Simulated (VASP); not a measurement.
# VO2 in VASP: further runs, part 2 of 2

VASP 6.6.1. The steps go on from the part before.

### 3 Single point, PBE+U, collinear spin, ferromagnetic start

This run uses another cell than the first one, of 9.81 Å³/atom, 0.969 times its volume.

File INCAR:

```
SYSTEM = VO2
PREC = Accurate
ENCUT = 600
EDIFF = 1E-6
ISMEAR = 0
SIGMA = 0.05
LREAL = .False.
LASPH = .True.
NELM = 200
ALGO = Normal
ISIF = 2
LWAVE = .False.
LCHARG = .True.
ISPIN = 2
MAGMOM = 1 1 0 0 0 0
LORBIT = 11
LMAXMIX = 4
LDAU = .True.
LDAUTYPE = 2
LDAUL = 2 -1
LDAUU = 3.25 0
LDAUJ = 0 0
LDAUPRINT = 1
GGA = PE
LELF = .True.
LVHAR = .True.
NBANDS = 38
GGA_COMPAT = .False.
```

File KPOINTS:

```
regular mesh
0
Gamma
  4 4 6
  0 0 0
```

File POSCAR:

```
VO2
1.0
    4.5300000000      0.0000000000      0.0000000000
    0.0000000000      4.5300000000      0.0000000000
    0.0000000000      0.0000000000      2.8690000000
V O
2 4
Direct
    0.0000000000      0.0000000000      0.0000000000
    0.5000000000      0.5000000000      0.5000000000
    0.3050000000      0.3050000000      0.0000000000
    0.1950000000      0.8050000000      0.5000000000
    0.6950000000      0.6950000000      0.0000000000
    0.8050000000      0.1950000000      0.5000000000
```

Potentials or basis: VASP PAW PBE potentials, release 64 (V_sv, O).

On the command line:

```
cat potpaw_PBE.64/V_sv/POTCAR potpaw_PBE.64/O/POTCAR > POTCAR
mpirun -np 1 vasp_std > vasp.out
```

OUTCAR:

```text
SYSTEM = VO2
   PREC = Accurate
   ENCUT = 600
   EDIFF = 1E-6
   ISMEAR = 0
   LREAL = .False.
   LASPH = .True.
   NELM = 200
   ISIF = 2
   ISPIN = 2
   LORBIT = 11
   GGA = PE

 ion  position               nearest neighbor table
   1  0.000  0.000  0.000-   4 1.90   6 1.90   4 1.90   6 1.90   5 1.95   3 1.95
   2  0.500  0.500  0.500-   3 1.90   5 1.90   3 1.90   5 1.90   4 1.95   6 1.95
   3  0.305  0.305  0.000-   2 1.90   2 1.90   1 1.95
   4  0.195  0.805  0.500-   1 1.90   1 1.90   2 1.95
   5  0.695  0.695  0.000-   2 1.90   2 1.90   1 1.95
   6  0.805  0.195  0.500-   1 1.90   1 1.90   2 1.95

  LATTYP: Found a simple tetragonal cell.
 ALAT       =     4.5300000000
 C/A-ratio  =     0.6333333333

  Lattice vectors:

 A1 = (   4.5300000000,   0.0000000000,   0.0000000000)
 A2 = (   0.0000000000,   4.5300000000,   0.0000000000)
 A3 = (   0.0000000000,   0.0000000000,   2.8690000000)

Analysis of symmetry for initial positions (statically):
=====================================================================
 Subroutine PRICEL returns:
 Original cell was already a primitive cell.

[... 2202 lines left out ...]
  Total        3.3569486      3.3569486     10.3762471      0.0000000      0.0000000      0.0000000
  in kB       91.3541596     91.3541596    282.3734999      0.0000000      0.0000000      0.0000000
  external PRESSURE =     155.0272731 kB  Pullay stress =       0.0000000 kB

 VOLUME and BASIS-vectors are now :
 -----------------------------------------------------------------------------
  energy-cutoff  :      600.00
  volume of cell :       58.87
      direct lattice vectors                 reciprocal lattice vectors
     4.530000000  0.000000000  0.000000000     0.220750552  0.000000000  0.000000000
     0.000000000  4.530000000  0.000000000     0.000000000  0.220750552  0.000000000
     0.000000000  0.000000000  2.869000000     0.000000000  0.000000000  0.348553503

 POSITION                                       TOTAL-FORCE (eV/Angst)
 -----------------------------------------------------------------------------------
      0.00000      0.00000      0.00000         0.000000     -0.000000      0.000000
      2.26500      2.26500      1.43450         0.000000     -0.000000      0.000000
      1.38165      1.38165      0.00000        -0.694605     -0.694605     -0.000000
      0.88335      3.64665      1.43450         0.694605     -0.694605     -0.000000
      3.14835      3.14835      0.00000         0.694605      0.694605      0.000000
      3.64665      0.88335      1.43450        -0.694605      0.694605      0.000000
 -----------------------------------------------------------------------------------
    total drift:                                0.000000      0.000000      0.000000

  FREE ENERGIE OF THE ION-ELECTRON SYSTEM (eV)
  ---------------------------------------------------
  free  energy   TOTEN  =       -46.2690569213 eV

  energy  without entropy=      -46.2690569213  energy(sigma->0) =      -46.26905692

 total charge

# of ion       s       p       d       tot
------------------------------------------
    1        2.299   6.362   2.810  11.470
    2        2.299   6.362   2.810  11.470
    3        1.568   3.519   0.000   5.087
    4        1.568   3.519   0.000   5.087
    5        1.568   3.519   0.000   5.087
    6        1.568   3.519   0.000   5.087
--------------------------------------------------
tot         10.870  26.800   5.619  43.290

 magnetization (x)

# of ion       s       p       d       tot
------------------------------------------
    1        0.015   0.014   1.026   1.055
    2        0.015   0.014   1.026   1.055
    3       -0.002  -0.037   0.000  -0.038
    4       -0.002  -0.037   0.000  -0.038
    5       -0.002  -0.037   0.000  -0.038
    6       -0.002  -0.037   0.000  -0.038
--------------------------------------------------
tot          0.023  -0.120   2.053   1.956
```

OSZICAR:

```text
N       E                     dE             d eps       ncg     rms          rms(c)
DAV:   1     0.678866311443E+03    0.67887E+03   -0.29524E+04  3648   0.161E+03
DAV:   2    -0.100297910911E+02   -0.68890E+03   -0.64328E+03  3844   0.491E+02
DAV:   3    -0.625727262954E+02   -0.52543E+02   -0.51761E+02  4136   0.146E+02
DAV:   4    -0.633029293335E+02   -0.73020E+00   -0.72908E+00  4082   0.183E+01
DAV:   5    -0.633091426960E+02   -0.62134E-02   -0.62123E-02  4052   0.178E+00    0.479E+01
DAV:   6    -0.485622565193E+02    0.14747E+02   -0.61642E+01  4210   0.744E+01    0.210E+01
DAV:   7    -0.472155182946E+02    0.13467E+01   -0.23003E+01  3750   0.521E+01    0.206E+01
DAV:   8    -0.462311828869E+02    0.98434E+00   -0.33378E+00  4046   0.142E+01    0.794E+00
DAV:   9    -0.461482020166E+02    0.82981E-01   -0.70323E-01  4138   0.876E+00    0.233E+00
DAV:  10    -0.462429934914E+02   -0.94791E-01   -0.20140E-01  3938   0.456E+00    0.160E+00
DAV:  11    -0.462665128856E+02   -0.23519E-01   -0.23121E-02  3958   0.145E+00    0.488E-01
DAV:  12    -0.462686510993E+02   -0.21382E-02   -0.38134E-03  4032   0.629E-01    0.234E-01
DAV:  13    -0.462689452865E+02   -0.29419E-03   -0.49958E-04  4076   0.195E-01    0.103E-01
DAV:  14    -0.462690486702E+02   -0.10338E-03   -0.12905E-04  4040   0.985E-02    0.484E-02
DAV:  15    -0.462690574011E+02   -0.87309E-05   -0.38451E-05  4032   0.426E-02    0.183E-02
DAV:  16    -0.462690569213E+02    0.47979E-06   -0.22013E-06  3340   0.106E-02
   1 F= -.46269057E+02 E0= -.46269057E+02  d E =-.517761E-21  mag=     2.0001
```

stdout:

```text
POSCAR found type information on POSCAR V O
 POSCAR found :  2 types and       6 ions
 scaLAPACK will be used
 LDA part: xc-table for (Slater+PW92), standard interpolation
 POSCAR, INCAR and KPOINTS ok, starting setup
 FFT: planning ... GRIDC
 FFT: planning ... GRID_SOFT
 FFT: planning ... GRID
 WAVECAR not read
 entering main loop
```

Wall time 2.1 min (1 thread of Intel Xeon Platinum 8259CL at 2.50GHz (Skylake/Cascade Lake), shared host); peak memory 0.25 GiB.

Results:

- Free energy: -46.2691 eV
- Pressure: 15.5 GPa
- Largest force: 0.982 eV/Å
- Band gap on the k mesh: 0.78 eV, indirect (least direct gap 1.02 eV)
- Net moment: 2.00 μB per cell
- Site moments: V +1.05; O -0.04 μB
- Valence electrons inside the program's atomic spheres: V 11.47; O 5.09

Forces on the atoms (eV/Å):
```
V    0.000  0.000  0.000
V    0.000  0.000  0.000
O   -0.695 -0.695  0.000
O    0.695 -0.695  0.000
O    0.695  0.695  0.000
O   -0.695  0.695  0.000
```

Stress tensor (GPa, compression positive):
```
 9.14  0.00  0.00
 0.00  9.14  0.00
 0.00  0.00 28.24
```

Eigenvalues of the final occupation matrices:
```tsv
site	spin	trace	eigenvalues
site 1 d	1	1.94	0.15 0.15 0.33 0.37 0.93
site 1 d	2	0.91	0.07 0.12 0.12 0.29 0.31
site 2 d	1	1.94	0.15 0.15 0.33 0.37 0.93
site 2 d	2	0.91	0.07 0.12 0.12 0.29 0.31
```
